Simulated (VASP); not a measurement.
A run of VASP 6.6.1 is set up as follows.

The input INCAR:

```
ALGO     = Normal         # electronic algorithm
EDIFF    = 1E-7           # SCF threshold, eV
ENCUT    = 520            # plane-wave cutoff, eV
GGA      = PS             # functional
ISIF     = 2              # what is computed and relaxed
ISMEAR   = 0              # smearing method
LASPH    = T              # aspherical terms in the spheres
LCHARG   = T              # write CHGCAR
LELF     = T              # ELF
LREAL    = F              # projectors in reciprocal space
LVHAR    = T            
LWAVE    = F              # write WAVECAR
NBANDS   = 35             # bands
NELM     = 60             # most SCF steps
PREC     = Accurate       # precision mode
SIGMA    = 0.05           # smearing width, eV
```

The input KPOINTS:

```
k-points
0
Gamma
  6 6 6
```

The input POSCAR:

```
Al2O3
1.0
    2.2459200283      1.2966825329      4.8983515818
   -2.2459200283      1.2966825329      4.8983515818
    0.0000000000     -2.5933650659      4.8983515818
Al O
4 6
Direct
    0.8597195797      0.8597195797      0.8597195797
    0.6402804203      0.6402804203      0.6402804203
    0.1402804203      0.1402804203      0.1402804203
    0.3597195797      0.3597195797      0.3597195797
    0.0558571577      0.4441428423      0.7500000000
    0.7500000000      0.0558571577      0.4441428423
    0.4441428423      0.7500000000      0.0558571577
    0.9441428423      0.5558571577      0.2500000000
    0.2500000000      0.9441428423      0.5558571577
    0.5558571577      0.2500000000      0.9441428423
```

Potentials or basis: VASP PAW PBE potentials, release 64 (Al, O).

Command:

```sh
$ cat potpaw_PBE.64/Al/POTCAR potpaw_PBE.64/O/POTCAR > POTCAR
$ mpirun -np 1 vasp_std > vasp.out
```

Problem. Predict the largest force.

Solution. 1.807 eV/Å.

Problem. Predict the band gap on the k mesh.

Solution. 4.52 eV, direct.

Problem. Estimate the pressure.

Solution. 11.1 GPa.

Forces on the atoms (eV/Å):
```
Al   0.000  0.000 -1.807
Al   0.000  0.000  1.807
Al   0.000  0.000  1.807
Al   0.000  0.000 -1.807
O    0.055  0.000  0.000
O   -0.028  0.048  0.000
O   -0.028 -0.048  0.000
O   -0.055  0.000  0.000
O    0.028 -0.048  0.000
O    0.028  0.048  0.000
```

Caveat: the PAW data sets were made with another functional, which shifts forces and pressure a little.
